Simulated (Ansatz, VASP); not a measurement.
## BAs in VASP and in Ansatz

```xyz
10
Lattice="3.3714 0.0000 0.0000 0.0000 3.3714 0.0000 0.0000 0.0000 25.7277" Properties=species:S:1:pos:R:3 pbc="T T T"
As    0.0000    1.6857    7.5034
As    1.6857    0.0000    9.9035
As    0.0000    1.6857   12.2800
As    1.6857    0.0000   14.6697
As    0.0000    1.6857   17.0762
B     1.6857    1.6857    8.7136
B     0.0000    0.0000   11.0948
B     1.6857    1.6857   13.4717
B     0.0000    0.0000   15.8435
B     1.6857    1.6857   18.0823
```

Alike in both runs: functional PBEsol; k mesh 8 × 8 × 1; occupations gaussian, width 0.05 eV; no spin polarisation.

Ansatz relaxed the structure, and its values are those at the end. VASP's run is a single point on that final structure, the one shown.

|  | VASP | Ansatz |
| --- | --- | --- |
| version | VASP 6.6.1 | Ansatz 0.2.0 |
| potentials or method | VASP PAW PBE potentials, release 64 (As, B), cutoff 520 eV | scalar-relativistic, plane waves, PAW |
| valence electrons in the cell | 40 | 90 |

Ansatz gave:

```
gap on the k mesh at the Fermi level (eV) : none
rms of the force components (eV/Å)        : 0.003
```

Q: Which values does VASP return?

A: gap on the k mesh at the Fermi level (eV): none; rms of the force components (eV/Å): 0.018.

VASP's potentials were made for PBE, not for PBEsol. A gap of «none» marks a metal or a gap that the smearing closes. VASP's potentials hold 40 valence electrons a cell and Ansatz's 90, so a difference there can come from the potentials and not from the codes.
